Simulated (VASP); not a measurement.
A run of VASP 6.6.1 is set up as follows.

File INCAR:

```
SYSTEM = Al8P6C
ALGO = Normal
EDIFF = 1E-6
ENCUT = 520
GGA = PS
ISIF = 2
ISMEAR = -1
ISPIN = 2
LASPH = .True.
LCHARG = .False.
LORBIT = 11
LREAL = Auto
LWAVE = .False.
MAGMOM = 0.31 0.31 0 0 0.31 0.31 0.31 0.31 0.31 0 0 0 0 0 0
NBANDS = 46
NELM = 150
PREC = Accurate
SIGMA = 0.05
```

File KPOINTS:

```
Automatic mesh
0
Gamma
  2 2 2
  0.5 0.5 0.5
```

The input POSCAR:

```
Al8P6C
1.0
    7.7233360000      0.0000000000      0.0000000000
    0.0000000000      6.6886060000      0.0000000000
    0.0000000000      0.0000000000      6.3379900000
Al C P
8 1 6
Direct
    0.0258600000      0.3371260000      0.9785870000
    0.5052320000      0.3537930000      0.0177830000
    0.2377210000      0.8473060000      0.0175970000
    0.7526750000      0.8444210000      0.0174270000
    0.2634950000      0.1842140000      0.4786690000
    0.0049630000      0.6458300000      0.4742470000
    0.7277020000      0.1564600000      0.5140600000
    0.4888510000      0.6609620000      0.5001600000
    0.4728650000      0.3346220000      0.3679240000
    0.2583720000      0.8180100000      0.3866540000
    0.7555480000      0.8282000000      0.3408630000
    0.2663890000      0.1779120000      0.8963790000
    0.9724080000      0.6909510000      0.8871870000
    0.7279540000      0.1463440000      0.8987580000
    0.4996210000      0.6517560000      0.8687120000
```

Potentials or basis: VASP PAW PBE potentials, release 64 (Al, C, P).

The run is started by

```bash
$ cat potpaw_PBE.64/Al/POTCAR potpaw_PBE.64/C/POTCAR potpaw_PBE.64/P/POTCAR > POTCAR
$ mpirun -np 1 vasp_std > vasp.out
```

**Question.** Predict the pressure.

**Answer.** -2.8 GPa.

**Question.** What does it give for the largest force?

**Answer.** 5.536 eV/Å.

**Question.** Predict the band gap on the k mesh.

**Answer.** 1.15 eV.

**Question.** Estimate the net moment.

**Answer.** 0.00 μB per cell.

Forces on the atoms (eV/Å):
```
Al  -2.363  0.847  0.225
Al  -0.188 -1.060  3.050
Al   0.525 -0.995 -0.693
Al  -2.478 -1.169 -2.959
Al   1.048  0.351  0.202
Al  -0.609 -0.359  0.755
Al  -1.610  0.823 -0.748
Al   1.931 -3.005 -0.586
C    1.220  0.700 -0.085
P   -1.615  1.876 -0.543
P   -0.277 -0.262  5.523
P    0.231 -0.846 -1.435
P    3.011 -2.030 -1.647
P    1.401  2.703 -1.273
P   -0.229  2.426  0.215
```

Caveat: the PAW data sets were made with another functional, which shifts forces and pressure a little.
